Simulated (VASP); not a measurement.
# TaRu (Pm-3m) in VASP: a series of runs, part 2 of 2

VASP 6.6.1. The steps go on from the part before.

## 4. Electric field gradients, LDA (volume scaled by 0.9)

The input, INCAR:

```
SYSTEM = TaRu
ALGO     = Normal         ! electronic algorithm
EDIFF    = 1E-8           ! SCF threshold, eV
ENCUT    = 520            ! plane-wave cutoff, eV
GGA      = CA             ! functional
GGA_COMPAT= .FALSE.      
ISIF     = 2              ! what is computed and relaxed
ISMEAR   = -1             ! smearing method
LASPH    = .TRUE.         ! aspherical terms in the spheres
LCHARG   = .FALSE.        ! write CHGCAR
LEFG     = .TRUE.       
LREAL    = .FALSE.        ! projectors in reciprocal space
LWAVE    = .FALSE.        ! write WAVECAR
NBANDS   = 22             ! bands
NELM     = 120            ! most SCF steps
PREC     = Accurate       ! precision mode
SIGMA    = 0.05           ! smearing width, eV
```

The input, KPOINTS:

```
k-points
0
G
  11 11 11
  0 0 0
```

The input, POSCAR:

```
TaRu
1.0
    3.0691382063      0.0000000000      0.0000000000
    0.0000000000      3.0691382063      0.0000000000
    0.0000000000      0.0000000000      3.0691382063
Ta Ru
1 1
Direct
    0.5000000000      0.5000000000      0.5000000000
    0.0000000000      0.0000000000      0.0000000000
```

Potentials or basis: VASP PAW LDA potentials, release 64 (Ta_sv_GW, Ru_sv).

Started as:

```bash
cat potpaw_LDA.64/Ta_sv_GW/POTCAR potpaw_LDA.64/Ru_sv/POTCAR > POTCAR
mpirun -np 1 vasp_std > vasp.out
```

OUTCAR:

```text
SYSTEM = TaRu
   EDIFF = 1E-8
   ENCUT = 520
   GGA = CA
   ISIF = 2
   ISMEAR = -1
   LASPH = .TRUE.
   LREAL = .FALSE.
   NELM = 120
   PREC = Accurate

 ion  position               nearest neighbor table
   1  0.500  0.500  0.500-   2 2.66   2 2.66   2 2.66   2 2.66   2 2.66   2 2.66   2 2.66   2 2.66

   2  0.000  0.000  0.000-   1 2.66   1 2.66   1 2.66   1 2.66   1 2.66   1 2.66   1 2.66   1 2.66

  LATTYP: Found a simple cubic cell.
 ALAT       =     3.0691382063

  Lattice vectors:

 A1 = (   3.0691382063,   0.0000000000,   0.0000000000)
 A2 = (   0.0000000000,   3.0691382063,   0.0000000000)
 A3 = (   0.0000000000,   0.0000000000,   3.0691382063)

Analysis of symmetry for initial positions (statically):
=====================================================================
 Subroutine PRICEL returns:
 Original cell was already a primitive cell.

 Routine SETGRP: Setting up the symmetry group for a
 simple cubic supercell.

 Subroutine GETGRP returns: Found 48 space group operations
[... 789 lines left out ...]
     3.069138206  0.000000000  0.000000000     0.325824363  0.000000000  0.000000000
     0.000000000  3.069138206  0.000000000     0.000000000  0.325824363  0.000000000
     0.000000000  0.000000000  3.069138206     0.000000000  0.000000000  0.325824363

 POSITION                                       TOTAL-FORCE (eV/Angst)
 -----------------------------------------------------------------------------------
      1.53457      1.53457      1.53457         0.000000      0.000000      0.000000
      0.00000      0.00000      0.00000         0.000000      0.000000      0.000000
 -----------------------------------------------------------------------------------
    total drift:                                0.000000      0.000000     -0.000000

  FREE ENERGIE OF THE ION-ELECTRON SYSTEM (eV)
  ---------------------------------------------------
  free  energy   TOTEN  =       -26.4457993350 eV

  energy  without entropy=      -26.4237969570  energy(sigma->0) =      -26.43479815

 Electric field gradients (V/A^2)
---------------------------------------------------------------------
 ion       V_xx      V_yy      V_zz      V_xy      V_xz      V_yz
---------------------------------------------------------------------
   1       0.000     0.000    -0.000    -0.000     0.000    -0.000
   2      -0.000    -0.000     0.000    -0.000     0.000    -0.000
---------------------------------------------------------------------

 Electric field gradients after diagonalization (V/A^2)
 (convention: |V_zz| > |V_xx| > |V_yy|)
----------------------------------------------------------------------
 ion       V_xx      V_yy      V_zz     asymmetry (V_yy - V_xx)/ V_zz
----------------------------------------------------------------------
   1      -0.000     0.000     0.000       1.435
   2      -0.000    -0.000     0.000       0.008
----------------------------------------------------------------------

           NMR quadrupolar parameters

 Cq : quadrupolar parameter    Cq=e*Q*V_zz/h
 eta: asymmetry parameters     (V_yy - V_xx)/ V_zz
 Q  : nuclear electric quadrupole moment in mb (millibarn)
----------------------------------------------------------------------
 ion       Cq(MHz)       eta       Q (mb)
----------------------------------------------------------------------
   1       0.000       1.435       1.000
   2       0.000       0.008       1.000
----------------------------------------------------------------------
```

OSZICAR:

```text
N       E                     dE             d eps       ncg     rms          rms(c)
DAV:   1     0.307753181352E+03    0.30775E+03   -0.16915E+04  2464   0.138E+03
DAV:   2    -0.144750907450E+02   -0.32223E+03   -0.31022E+03  2862   0.455E+02
DAV:   3    -0.279104198421E+02   -0.13435E+02   -0.13314E+02  3364   0.900E+01
DAV:   4    -0.280960489187E+02   -0.18563E+00   -0.18557E+00  2728   0.897E+00
DAV:   5    -0.281004511674E+02   -0.44022E-02   -0.44022E-02  3356   0.109E+00    0.888E+01
DAV:   6    -0.268751010908E+02    0.12254E+01   -0.28337E+00  2722   0.929E+00    0.695E+01
DAV:   7    -0.299318389641E+02   -0.30567E+01   -0.21035E+01  2608   0.292E+01    0.223E+01
DAV:   8    -0.264586528645E+02    0.34732E+01   -0.13236E+01  2566   0.212E+01    0.809E+00
DAV:   9    -0.264462231297E+02    0.12430E-01   -0.25716E-01  2800   0.368E+00    0.351E+00
DAV:  10    -0.264460638963E+02    0.15923E-03   -0.52354E-03  2758   0.541E-01    0.312E+00
DAV:  11    -0.264459031910E+02    0.16071E-03   -0.13442E-03  2866   0.295E-01    0.337E+00
DAV:  12    -0.264458396374E+02    0.63554E-04   -0.24926E-04  2722   0.178E-01    0.179E+00
DAV:  13    -0.264457998286E+02    0.39809E-04   -0.94876E-05  2738   0.590E-02    0.945E-02
DAV:  14    -0.264457993848E+02    0.44388E-06   -0.17826E-06  2944   0.119E-02    0.787E-02
DAV:  15    -0.264457993560E+02    0.28789E-07   -0.47760E-07  2806   0.511E-03    0.236E-03
DAV:  16    -0.264457993377E+02    0.18266E-07   -0.73746E-08  2740   0.214E-03    0.352E-03
DAV:  17    -0.264457993350E+02    0.26803E-08   -0.94974E-09  1662   0.476E-04
   1 F= -.26445799E+02 E0= -.26434798E+02  d E =-.220024E-01
```

It took 18 s on 1 thread of Intel Xeon Platinum 8488C (Sapphire Rapids), shared host; peak memory 0.15 GiB.

What came out:

| Property | Result |
| --- | --- |
| Free energy | -26.4458 eV |
| Pressure | 15.2 GPa |

Levels at points of the mesh, in eV from the Fermi level:
| k point | band 12 | band 13 | band 14 | band 15 | band 16 | band 17 |
| --- | --- | --- | --- | --- | --- | --- |
| (0.00, 0.00, 0.00) | -2.74 | -2.74 | -2.74 | 1.05 | 1.05 | 4.60 |

Caveat: without QUAD_EFG the Cq values of the log hold for a quadrupole moment of 1 mb, not for the nuclei; spin-orbit coupling is left out, which moves the levels of the heavy elements.

## 5. The runs side by side

```csv
potentials or basis,cell,second run,gap on the mesh (eV),pressure (GPa)
"VASP PAW LDA potentials, release 64 (Ta_pv, Ru_pv)","a = 3.069 Å, 2 atoms",-,none,16.4
"VASP PAW LDA potentials, release 64 (Ta_pv, Ru_pv)","a = 3.179 Å, 2 atoms",-,none,-13.7
"VASP PAW LDA potentials, release 64 (Ta_sv_GW, Ru_sv)","a = 3.069 Å, 2 atoms",valence_matched,none,15.2
```

Alike in all rows: task electric field gradients; level LDA; no spin polarisation; k mesh 11 × 11 × 11; cutoff (eV) 520; smearing fermi-dirac 0.05 eV.

Caveats: spin-orbit coupling is left out, which moves the levels of the heavy elements.

Total energies depend on the potentials used, so only differences within one code and one set of settings carry meaning.
